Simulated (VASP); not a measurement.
**Ag: single point with PBE**

Crystal: Ag.

```
CELL_PARAMETERS angstrom
0.00000 2.06999 2.06999
2.06999 0.00000 2.06999
2.06999 2.06999 0.00000
ATOMIC_POSITIONS crystal
Ag 0.00000 0.00000 0.00000
```

This cell differs from its parent crystal: volume scaled by 1.04.

```yaml
Program: VASP 6.6.1
Task: single point
Functional: PBE
Potentials_or_basis: VASP PAW PBE potentials, release 64 (Ag)
Cutoff: 520 eV
k_mesh: 15 × 15 × 15
Occupations: fermi-dirac, width 0.05 eV
Spin: no spin polarisation
```

```json
{
  "Pressure": "0.3 GPa"
}
```

Levels at points of the mesh, in eV from the Fermi level:
| k point | band 4 | band 5 | band 6 | band 7 | band 8 | band 9 |
| --- | --- | --- | --- | --- | --- | --- |
| (0.00, 0.00, 0.00) | -4.80 | -3.84 | -3.84 | 15.80 | 19.15 | 19.15 |

It took 12 s on 1 thread of AMD EPYC 9R45 96-Core Processor (Zen 5), with other jobs on the host, peak memory 0.12 GiB.
